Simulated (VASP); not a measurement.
A run of VASP 6.6.1:

File INCAR:

```
PREC = Accurate
ENCUT = 520
EDIFF = 1E-7
ISMEAR = 0
SIGMA = 0.1
LREAL = F
LASPH = T
NELM = 60
ALGO = Normal
ISIF = 2
LWAVE = F
LCHARG = F
GGA = PE
NBANDS = 41
```

Contents of KPOINTS:

```
regular mesh
0
Gamma
  4 4 4
```

File POSCAR:

```
Al3Ga2Sb5
1.0
    0.0001032047     -4.4319858096      0.0007284129
    4.4308009829     -0.0001031411      0.0003907386
   -2.2161182846      2.2111920385     15.3464579595
Al Ga Sb
3 2 5
Direct
    0.8997624364      0.8996097958      0.7995329769
    0.4998545108      0.5001855574     -0.0000263823
    0.0996987349      0.1007586015      0.2004524535
    0.7000249837      0.6994461093      0.4004018626
    0.3003017044      0.2999878138      0.5995743548
    0.3500162768      0.8500500534      0.6997282499
    0.9498880849      0.4497140677      0.8997686139
    0.5497445408      0.0502768519      0.1002061361
    0.1500868421      0.6505744282      0.3003209349
    0.7506218852      0.2493967210      0.5000407996
```

Potentials or basis: VASP PAW PBE potentials, release 64 (Al, Ga_d, Sb).

Run with:

```console
$ cat potpaw_PBE.64/Al/POTCAR potpaw_PBE.64/Ga_d/POTCAR potpaw_PBE.64/Sb/POTCAR > POTCAR
$ mpirun -np 1 vasp_std > vasp.out
```

Hardware: 1 thread of AMD EPYC 7R43 64-Core Processor (Zen 3) (shared host).

Problem. How long does it take, and how much memory?

Solution. Run time: 21 min on 1 thread of AMD EPYC 7R43 64-Core Processor (Zen 3), with other jobs on the host, peak memory 0.57 GiB. Counts: scf iterations 16, k points 36.
